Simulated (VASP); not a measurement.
Here is a VASP 6.6.1 calculation.

Contents of INCAR:

```
  PREC = Accurate
  ENCUT = 520
  EDIFF = 1E-6
  ISMEAR = -1
  SIGMA = 0.05
  LREAL = False
  LASPH = True
  NELM = 60
  ALGO = Normal
  ISIF = 2
  LWAVE = False
  LCHARG = False
  GGA = PS
  NBANDS = 26
```

Contents of KPOINTS:

```
Automatic mesh
0
Gamma
  4 4 6
```

Contents of POSCAR:

```
CuI
1.0
    3.7082798061     -3.6863457942      0.0000000000
    3.7082798061      3.6863457942      0.0000000000
    0.0000000000      0.0000000000      4.3650037194
Cu I
2 2
Direct
    0.4204388300      0.5795611700      0.7500000000
    0.5795611700      0.4204388300      0.2500000000
    0.7700426800      0.2299573200      0.7500000000
    0.2299573200      0.7700426800      0.2500000000
```

Potentials or basis: VASP PAW PBE potentials, release 64 (Cu, I).

Command:

```console
$ cat potpaw_PBE.64/Cu/POTCAR potpaw_PBE.64/I/POTCAR > POTCAR
$ mpirun -np 1 vasp_std > vasp.out
```

(1) Predict the pressure.

(2) Predict the largest force.

Results:

(1) -1.6 GPa.

(2) 0.149 eV/Å.

Caveat: the PAW data sets were made with another functional, which shifts forces and pressure a little.
